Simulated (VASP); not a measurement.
# MnO2 (R-3m) in VASP: further runs, part 2 of 2

VASP 6.6.1. Earlier steps stand in the parts before.

**4. Single point, PBEsol, collinear spin, ferromagnetic start**

This run uses another cell than the first one, of 10.80 Å³/atom.

INCAR

```
SYSTEM = MnO2
PREC = Accurate
ENCUT = 600
EDIFF = 1E-6
ISMEAR = -1
SIGMA = 0.05
LREAL = .FALSE.
LASPH = .TRUE.
NELM = 200
ALGO = Normal
ISIF = 2
LWAVE = .FALSE.
LCHARG = .FALSE.
ISPIN = 2
MAGMOM = -2.09 0 0
LORBIT = 11
LMAXMIX = 4
GGA = PS
NBANDS = 24
GGA_COMPAT = .FALSE.
```

KPOINTS

```
Automatic mesh
0
G
  11 11 11
  0 0 0
```

POSCAR

```
MnO2
1.0
    1.4284348394      0.8247072390      4.5839315268
   -1.4284348394      0.8247072390      4.5839315268
    0.0000000000     -1.6494144781      4.5839315268
Mn O
1 2
Direct
    0.0000000000      0.0000000000      0.0000000000
    0.7356355100      0.7356355100      0.7356355100
    0.2643644900      0.2643644900      0.2643644900
```

Potentials or basis: VASP PAW PBE potentials, release 64 (Mn_pv, O).

Launch:

```sh
cat potpaw_PBE.64/Mn_pv/POTCAR potpaw_PBE.64/O/POTCAR > POTCAR
mpirun -np 1 vasp_std > vasp.out
```

OUTCAR:

```text
SYSTEM = MnO2
   PREC = Accurate
   ENCUT = 600
   EDIFF = 1E-6
   ISMEAR = -1
   LREAL = .FALSE.
   LASPH = .TRUE.
   NELM = 200
   ISIF = 2
   ISPIN = 2
   LORBIT = 11
   GGA = PS

 ion  position               nearest neighbor table
   1  0.000  0.000  0.000-   2 1.90   3 1.90   2 1.90   2 1.90   3 1.90   3 1.90
   2  0.736  0.736  0.736-   1 1.90   1 1.90   1 1.90
   3  0.264  0.264  0.264-   1 1.90   1 1.90   1 1.90

  LATTYP: Found a trigonal (rhomboedric) cell.
 ALAT       =     4.8716523237
 COS(alpha) =     0.8280515398

  Lattice vectors:

 A1 = (   1.4284348394,   0.8247072390,   4.5839315268)
 A2 = (  -1.4284348394,   0.8247072390,   4.5839315268)
 A3 = (   0.0000000000,  -1.6494144781,   4.5839315268)

Analysis of symmetry for initial positions (statically):
=====================================================================
 Subroutine PRICEL returns:
 Original cell was already a primitive cell.

 Routine SETGRP: Setting up the symmetry group for a
 trigonal (rhombohedral) supercell.

[... 1492 lines left out ...]
------------------------ aborting loop because EDIFF is reached ----------------------------------------

  FORCE on cell =-STRESS in cart. coord.  units (eV):
  Direction    XX          YY          ZZ          XY          YZ          ZX
  --------------------------------------------------------------------------------------
  -------------------------------------------------------------------------------------
  Total       -0.3715466     -0.3715466     -0.0555529      0.0000000      0.0000000      0.0000000
  in kB      -18.3727552    -18.3727552     -2.7470548      0.0000000      0.0000000      0.0000000
  external PRESSURE =     -13.1641884 kB  Pullay stress =       0.0000000 kB

 VOLUME and BASIS-vectors are now :
 -----------------------------------------------------------------------------
  energy-cutoff  :      600.00
  volume of cell :       32.40
      direct lattice vectors                 reciprocal lattice vectors
     1.428434839  0.824707239  4.583931527     0.350033468  0.202091917  0.072717782
    -1.428434839  0.824707239  4.583931527    -0.350033468  0.202091917  0.072717782
     0.000000000 -1.649414478  4.583931527     0.000000000 -0.404183833  0.072717782

 POSITION                                       TOTAL-FORCE (eV/Angst)
 -----------------------------------------------------------------------------------
      0.00000      0.00000      0.00000         0.000000      0.000000      0.000000
      0.00000     -0.00000     10.11631         0.000000      0.000000     -0.085344
      0.00000     -0.00000      3.63549         0.000000     -0.000000      0.085344
 -----------------------------------------------------------------------------------
    total drift:                               -0.000000     -0.000000      0.000000

  FREE ENERGIE OF THE ION-ELECTRON SYSTEM (eV)
  ---------------------------------------------------
  free  energy   TOTEN  =       -25.0593435881 eV

  energy  without entropy=      -25.0593276333  energy(sigma->0) =      -25.05933561

 total charge

# of ion       s       p       d       tot
------------------------------------------
    1        0.361   6.476   4.935  11.772
    2        1.574   3.400   0.000   4.974
    3        1.574   3.400   0.000   4.974
--------------------------------------------------
tot          3.508  13.276   4.935  21.719

 magnetization (x)

# of ion       s       p       d       tot
------------------------------------------
    1       -0.031  -0.040  -2.767  -2.837
    2       -0.004  -0.037   0.000  -0.041
    3       -0.004  -0.037   0.000  -0.041
--------------------------------------------------
tot         -0.038  -0.114  -2.767  -2.919
```

It took 8.8 min on 1 thread of Intel Xeon Platinum 8488C (Sapphire Rapids), shared host; peak memory 0.42 GiB.

What came out:

```
Free energy                                           : -25.0593 eV
Pressure                                              : -1.3 GPa
Largest force                                         : 0.085 eV/Å
Band gap on the k mesh                                : 0.73 eV (least direct gap 0.80 eV)
Net moment                                            : -3.00 μB per cell
Site moments                                          : Mn -2.84; O -0.04 μB
Valence electrons inside the program's atomic spheres : Mn 11.77; O 4.97
```

Forces on the atoms (eV/Å):
```
Mn   0.000  0.000  0.000
O    0.000  0.000 -0.085
O    0.000  0.000  0.085
```

Stress tensor (GPa, compression positive):
```
-1.84  0.00  0.00
 0.00 -1.84  0.00
 0.00  0.00 -0.27
```

Caveat: the PAW data sets were made with another functional, which shifts forces and pressure a little; an odd mesh through Γ misses points on the zone boundary, where band edges can lie; a cell with one magnetic atom can't hold antiferromagnetic order, which such compounds often take.

**5. Single point, PBEsol, collinear spin, ferromagnetic start**

This run uses another cell than the first one, of 10.80 Å³/atom.

INCAR

```
PREC = Accurate
ENCUT = 600
EDIFF = 1E-6
ISMEAR = -1
SIGMA = 0.05
LREAL = F
LASPH = T
NELM = 200
ALGO = Normal
ISIF = 2
LWAVE = F
LCHARG = F
ISPIN = 2
MAGMOM = 5.5 0 0
LORBIT = 11
LMAXMIX = 4
GGA = PS
NBANDS = 24
GGA_COMPAT = F
```

KPOINTS

```
Automatic mesh
0
Gamma
  11 11 11
```

POSCAR is that of step 4.

Potentials or basis: VASP PAW PBE potentials, release 64 (Mn_pv, O).

Launch:

```sh
cat potpaw_PBE.64/Mn_pv/POTCAR potpaw_PBE.64/O/POTCAR > POTCAR
mpirun -np 1 vasp_std > vasp.out
```

OUTCAR:

```text
PREC = Accurate
   ENCUT = 600
   EDIFF = 1E-6
   ISMEAR = -1
   LREAL = F
   LASPH = T
   NELM = 200
   ISIF = 2
   ISPIN = 2
   LORBIT = 11
   GGA = PS

 ion  position               nearest neighbor table
   1  0.000  0.000  0.000-   2 1.90   3 1.90   2 1.90   2 1.90   3 1.90   3 1.90
   2  0.736  0.736  0.736-   1 1.90   1 1.90   1 1.90
   3  0.264  0.264  0.264-   1 1.90   1 1.90   1 1.90

  LATTYP: Found a trigonal (rhomboedric) cell.
 ALAT       =     4.8716523237
 COS(alpha) =     0.8280515398

  Lattice vectors:

[... 1516 lines left out ...]
  energy-cutoff  :      600.00
  volume of cell :       32.40
      direct lattice vectors                 reciprocal lattice vectors
     1.428434839  0.824707239  4.583931527     0.350033468  0.202091917  0.072717782
    -1.428434839  0.824707239  4.583931527    -0.350033468  0.202091917  0.072717782
     0.000000000 -1.649414478  4.583931527     0.000000000 -0.404183833  0.072717782

 POSITION                                       TOTAL-FORCE (eV/Angst)
 -----------------------------------------------------------------------------------
      0.00000      0.00000      0.00000         0.000000      0.000000     -0.000000
      0.00000     -0.00000     10.11631         0.000000      0.000000     -0.085563
      0.00000     -0.00000      3.63549         0.000000     -0.000000      0.085563
 -----------------------------------------------------------------------------------
    total drift:                               -0.000000     -0.000000      0.000000

  FREE ENERGIE OF THE ION-ELECTRON SYSTEM (eV)
  ---------------------------------------------------
  free  energy   TOTEN  =       -25.0593436432 eV

  energy  without entropy=      -25.0593276957  energy(sigma->0) =      -25.05933567

 total charge

# of ion       s       p       d       tot
------------------------------------------
    1        0.361   6.476   4.935  11.772
    2        1.574   3.400   0.000   4.974
    3        1.574   3.400   0.000   4.974
--------------------------------------------------
tot          3.508  13.276   4.935  21.719

 magnetization (x)

# of ion       s       p       d       tot
------------------------------------------
    1        0.031   0.040   2.767   2.837
    2        0.004   0.037   0.000   0.041
    3        0.004   0.037   0.000   0.041
--------------------------------------------------
tot          0.038   0.114   2.767   2.919
```

stdout:

```text
POSCAR found type information on POSCAR MnO
 POSCAR found :  2 types and       3 ions
 scaLAPACK will be used
 -----------------------------------------------------------------------------
|                                                                             |
|                                                                             |
|     You enforced a specific xc type in the INCAR file but a different       |
|     I HOPE YOU KNOW WHAT YOU ARE DOING!                                     |
|                                                                             |
 -----------------------------------------------------------------------------

 LDA part: xc-table for (Slater+PW92), standard interpolation
 POSCAR, INCAR and KPOINTS ok, starting setup
 FFT: planning ... GRIDC
 FFT: planning ... GRID_SOFT
 FFT: planning ... GRID
 WAVECAR not read
 entering main loop
```

Wall time 10 min (1 thread of Intel Xeon Platinum 8488C (Sapphire Rapids), shared host); peak memory 0.42 GiB.

Results:

```
Free energy                                           : -25.0593 eV
Pressure                                              : -1.3 GPa
Largest force                                         : 0.086 eV/Å
Band gap on the k mesh                                : 0.73 eV (least direct gap 0.80 eV)
Net moment                                            : 3.00 μB per cell
Site moments                                          : Mn +2.84; O +0.04 μB
Valence electrons inside the program's atomic spheres : Mn 11.77; O 4.97
```

Forces in eV/Å, atoms in the order of the input:
```
Mn   0.000  0.000  0.000
O    0.000  0.000 -0.086
O    0.000  0.000  0.086
```

Stress tensor (GPa, compression positive):
```
-1.82  0.00  0.00
 0.00 -1.82  0.00
 0.00  0.00 -0.25
```

Levels at points of the mesh, in eV from the valence-band top:
Spin up:
```csv
k point,band 11,band 12,band 13,band 14,band 15,band 16,band 17,band 18
"(0.00, 0.00, 0.00)",-1.44,-1.44,-1.18,-0.31,2.85,2.85,7.03,10.17
```
Spin down:
```tsv
k point	band 7	band 8	band 9	band 10	band 11	band 12	band 13	band 14	band 15	band 16
(0.00, 0.00, 0.00)	-5.09	-5.09	-1.36	-1.36	-1.01	0.73	0.73	2.41	4.21	4.21
```

Caveat: the PAW data sets were made with another functional, which shifts forces and pressure a little; an odd mesh through Γ misses points on the zone boundary, where band edges can lie; a cell with one magnetic atom can't hold antiferromagnetic order, which such compounds often take.

**6. The runs side by side**

```tsv
level	potentials or basis	spin	cell	cutoff (eV)	gap on the mesh (eV)	pressure (GPa)	moment (μB)	largest force (eV/Å)
LDA	VASP PAW LDA potentials, release 64 (Mn_pv, O)	collinear, ferromagnetic start	a = 4.904 Å, angles 34.1°, 3 atoms	520	0.42	-11.6	3.00	0.73
PBEsol	VASP PAW PBE potentials, release 64 (Mn_pv, O)	off	a = 4.872 Å, angles 34.1°, 3 atoms	600	none	-11.3	-	0.49
PBEsol	VASP PAW PBE potentials, release 64 (Mn_pv, O)	collinear, ferromagnetic start	a = 4.872 Å, angles 34.1°, 3 atoms	600	0.73	-1.3	3.00	0.09
```

Alike in all rows: task single point; k mesh 11 × 11 × 11; smearing fermi-dirac 0.05 eV.

Caveats: the cell stands under tension (at least some runs); an odd mesh through Γ misses points on the zone boundary, where band edges can lie (at least some runs); a cell with one magnetic atom can't hold antiferromagnetic order, which such compounds often take (at least some runs); the PAW data sets were made with another functional, which shifts forces and pressure a little (at least some runs); an odd number of electrons without spin polarisation forces a metal (at least some runs); a magnetic or distorted state may lie lower (at least some runs); semilocal functionals often make such compounds metallic where correlation or magnetic order opens a gap, which also shifts bond lengths (at least some runs).

Absolute energies hang on the potentials; compare differences alone.
